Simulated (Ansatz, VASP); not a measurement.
## Mg5CdSe6 in VASP and in Ansatz

```
Mg Cd Se
1.0
     4.26547    0.00000    0.00000
    -2.13273    3.69400    0.00000
     0.00000    0.00000   20.86635
Mg Cd Se
5 1 6
Direct
  0.33333 0.66667 0.00130
  0.00000 0.00000 0.16639
  0.66667 0.33333 0.33151
  0.33333 0.66667 0.49636
  0.66667 0.33333 0.83607
  0.00000 0.00000 0.66816
  0.33333 0.66667 0.12574
  0.00000 0.00000 0.29084
  0.66667 0.33333 0.45597
  0.33333 0.66667 0.62072
  0.00000 0.00000 0.79632
  0.66667 0.33333 0.96062
```

Alike in both runs: functional PBE; k mesh 6 × 6 × 2; occupations gaussian, width 0.02 eV; no spin polarisation.

Ansatz relaxed the structure, and its values are those at the end. VASP's run is a single point on that final structure, the one shown.

```csv
,VASP,Ansatz
version,VASP 6.6.1,Ansatz 0.2.0
potentials or method,"VASP PAW PBE potentials, release 64 (Mg, Cd, Se), cutoff 520 eV","scalar-relativistic, plane waves, PAW"
valence electrons in the cell,58,166
```

```csv
,VASP,Ansatz,Ansatz less VASP
gap on the k mesh at the Fermi level (eV),1.67,1.68,+0.005
least direct gap on the mesh (eV),1.67,1.68,+0.005
pressure (GPa),0.0,0.0,0.00
rms of the force components (eV/Å),0.008,0.001,-0.0076
```

With one functional, cell and mesh, what is left measures potentials, basis and numerics. VASP's potentials hold 58 valence electrons a cell and Ansatz's 166, so a difference there can come from the potentials and not from the codes.
